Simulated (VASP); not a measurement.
Set up this calculation in VASP 6.6.1, as the native input.

| Item | Value |
| --- | --- |
| Task | single point |
| Functional | PBE |
| Potentials or basis | VASP PAW PBE potentials, release 64 (Cd, S) |
| Cutoff | 500 eV |
| k mesh | 4 × 4 × 4 |
| Occupations | gaussian, width 0.01 eV |
| Spin | no spin polarisation |
| Dipole correction | no |
| Further INCAR settings | ALGO = Normal; EDIFF = 1e-06; NBANDS = 16 |

The structure of CdS lies in POSCAR:

```
CdS
1.0
    0.0000000000      2.9392138883      2.9392138883
    2.9392138883      0.0000000000      2.9392138883
    2.9392138883      2.9392138883      0.0000000000
Cd S
1 1
Direct
    0.0000000000      0.0000000000      0.0000000000
    0.2500000000      0.2500000000      0.2500000000
```

One way to write it, as run:

INCAR

```
ALGO = Normal
EDIFF = 1E-6
ENCUT = 500
GGA = PE
GGA_COMPAT = False
ISIF = 2
ISMEAR = 0
LASPH = True
LCHARG = False
LREAL = False
LWAVE = False
NBANDS = 16
NELM = 120
PREC = Accurate
SIGMA = 0.01
```

KPOINTS

```
k-points
0
Gamma
  4 4 4
```

Potentials or basis: VASP PAW PBE potentials, release 64 (Cd, S).

Command:

```console
$ cat potpaw_PBE.64/Cd/POTCAR potpaw_PBE.64/S/POTCAR > POTCAR
$ mpirun -np 1 vasp_std > vasp.out
```

Results of the run:

```
Pressure               : 1.9 GPa
Band gap on the k mesh : 1.09 eV
```

Caveat: the k points lie up to 0.46 Å⁻¹ apart.

It took 12 s on 1 thread of Intel Xeon 8259CL, with other jobs on the host, peak memory 0.16 GiB.
